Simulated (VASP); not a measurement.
HfO2:

```xyz
6
Lattice="-4.0341 4.0341 2.9645 4.0341 -4.0341 2.9645 4.0341 4.0341 -2.9645" Properties=species:S:1:pos:R:3 pbc="T T T"
Hf    4.0341    0.0000    1.4823
Hf    0.0000    4.0341    1.4823
O     4.0341    1.3200    0.0000
O     1.3200    4.0341    0.0000
O     2.7141    0.0000    2.9645
O     0.0000    2.7141    2.9645
```

The cell was generated, and may not be a known phase.

| Item | Value |
| --- | --- |
| Program | VASP 6.6.1 |
| Task | relaxation of cell and atoms |
| Functional | PBE |
| Potentials or basis | VASP PAW PBE potentials, release 64 (Hf_pv, O) |
| Cutoff | 600 eV |
| k mesh | 6 × 6 × 6 |
| Occupations | gaussian, width 0.02 eV |
| Spin | no spin polarisation |

At the start: pressure -0.5 GPa; volume 32.16 Å³/atom.

Q: Where does the relaxation end?

A: Over 26 steps the energy falls by 4.1 meV/atom and the volume is 38.73 Å³/atom (+20.4 %); space group I4/mmm (No. 139, to 0.1 Å) before and after.

Step by step:
```tsv
step	energy change (eV)	largest force (eV/Å)	pressure (GPa)	volume (Å³)
1	0.0000	0.1669	-0.46	192.98
2	0.0149	0.3616	1.59	190.42
3	-0.0026	0.0235	0.10	192.26
4	-0.0031	0.0274	0.09	192.66
5	-0.0044	0.0382	0.09	193.87
6	-0.0066	0.0589	0.08	196.29
7	-0.0098	0.0960	0.07	201.17
8	-0.0123	0.1501	0.12	211.09
9	-0.0125	0.1507	0.11	211.27
10	-0.0130	0.1522	0.09	211.80
11	-0.0139	0.1552	0.06	212.86
12	-0.0157	0.1610	-0.01	214.98
13	-0.0187	0.1689	-0.13	219.27
14	-0.0220	0.1714	-0.33	228.00
15	-0.0241	0.0656	-0.10	229.84
16	-0.0246	0.0038	0.05	231.03
17	-0.0246	0.0069	0.06	231.09
18	-0.0246	0.0106	0.07	231.15
19	-0.0247	0.0140	0.05	231.69
20	-0.0247	0.0201	0.02	232.67
21	-0.0247	0.0181	0.01	232.28
22	-0.0247	0.0156	0.04	231.96
23	-0.0247	0.0167	0.03	232.15
24	-0.0247	0.0170	0.04	232.22
25	-0.0247	0.0174	0.03	232.25
26	-0.0247	0.0023	0.00	232.36
```

Final structure:
```yaml
crystal:
  lattice:
    - [-4.43012, 4.43012, 2.95980]
    - [4.43012, -4.43012, 2.95980]
    - [4.43012, 4.43012, -2.95980]
  atoms:
    - { symbol: Hf, position: [0.25000, 0.75000, 0.50000] }
    - { symbol: Hf, position: [0.75000, 0.25000, 0.50000] }
    - { symbol: O, position: [0.14855, 0.50000, 0.64855] }
    - { symbol: O, position: [0.50000, 0.14855, 0.64855] }
    - { symbol: O, position: [0.50000, 0.85145, 0.35145] }
    - { symbol: O, position: [0.85145, 0.50000, 0.35145] }
```

Caveat: the volume moved by over 15 % at a fixed basis, so the end points are rough.
